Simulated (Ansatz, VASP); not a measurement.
This is a calculation of V for Ansatz 0.2.0.

input.yaml

```yaml
crystal:
  lattice:
    - [-1.51435, 1.51435, 1.51435]
    - [1.51435, -1.51435, 1.51435]
    - [1.51435, 1.51435, -1.51435]
  atoms:
    - { symbol: V, position: [0.0, 0.0, 0.0], spin: 2.0 }
hamiltonian:
  xc: r2scan0
  pseudopotentials: { kind: paw }
magnetization:
  spin_polarized: true
kpoints:
  mp_grid: { grid: [6, 6, 6] }
scf:
  occupations: { method: fermi_dirac, width: 0.05 }
output:
  forces: true
  stress: true
  eigenvalues: true
```

Potentials or basis: Ansatz PAW.

Launch:

```console
$ ansatz run input.yaml --threads 2 --pin off --max-ram 5632MiB --backend cpu --events-out ev --progress --plain --runs-dir out
```

Q: Translate it to VASP 6.6.1. Potentials there: VASP PAW PBE potentials, release 64 (V_sv).

A: As run (the cutoff follows the program's own potentials):

POSCAR

```
V
1.0
   -1.5143500000      1.5143500000      1.5143500000
    1.5143500000     -1.5143500000      1.5143500000
    1.5143500000      1.5143500000     -1.5143500000
V
1
Direct
    0.0000000000      0.0000000000      0.0000000000
```

INCAR.step1

```
SYSTEM = V
PREC = Accurate
ENCUT = 520
EDIFF = 1E-5
ISMEAR = -1
SIGMA = 0.05
LREAL = .FALSE.
LASPH = .TRUE.
NELM = 150
ALGO = Normal
ISIF = 2
LWAVE = .TRUE.
LCHARG = .FALSE.
ISPIN = 2
MAGMOM = 2
LORBIT = 11
LMAXMIX = 4
GGA = PE
NBANDS = 16
```

The input INCAR.step2:

```
SYSTEM = V
PREC = Accurate
ENCUT = 520
EDIFF = 1E-6
ISMEAR = -1
SIGMA = 0.05
LREAL = .FALSE.
LASPH = .TRUE.
NELM = 150
ALGO = Normal
ISIF = 2
LWAVE = .FALSE.
LCHARG = .FALSE.
ISPIN = 2
MAGMOM = 2
LORBIT = 11
LMAXMIX = 4
METAGGA = R2SCAN
LHFCALC = .TRUE.
AEXX = 0.25
LMIXTAU = .TRUE.
PRECFOCK = Normal
ISTART = 1
NBANDS = 16
```

Contents of KPOINTS:

```
Automatic mesh
0
G
  6 6 6
  0 0 0
```

Potentials or basis: VASP PAW PBE potentials, release 64 (V_sv).

Run with:

```console
$ cat potpaw_PBE.64/V_sv/POTCAR > POTCAR
$ cp INCAR.step1 INCAR
$ mpirun -np 1 vasp_std > vasp.out
$ cp INCAR.step2 INCAR
$ mpirun -np 1 vasp_std > vasp.out
```

Both were run:

|  | VASP | Ansatz | Ansatz less VASP |
| --- | --- | --- | --- |
| gap on the k mesh at the Fermi level (eV) | none | none | - |
| pressure (GPa) | -8.0 | -7.1 | +0.89 |
| net moment per atom (μB) | 0.78 | 0.78 | 0.000 |
| size of the moment on the site where the two differ most (μB) | 0.69 | 0.68 | -0.012 |

VASP's potentials were made for PBE, not for r2SCAN0. Site moments also hang on the region over which each program counts them. A gap of «none» marks a metal or a gap that the smearing closes.

The k mesh is coarse, so the values compare programs but aren't converged. Noted on Ansatz's run: the magnetic or orbital state may not be the lowest.
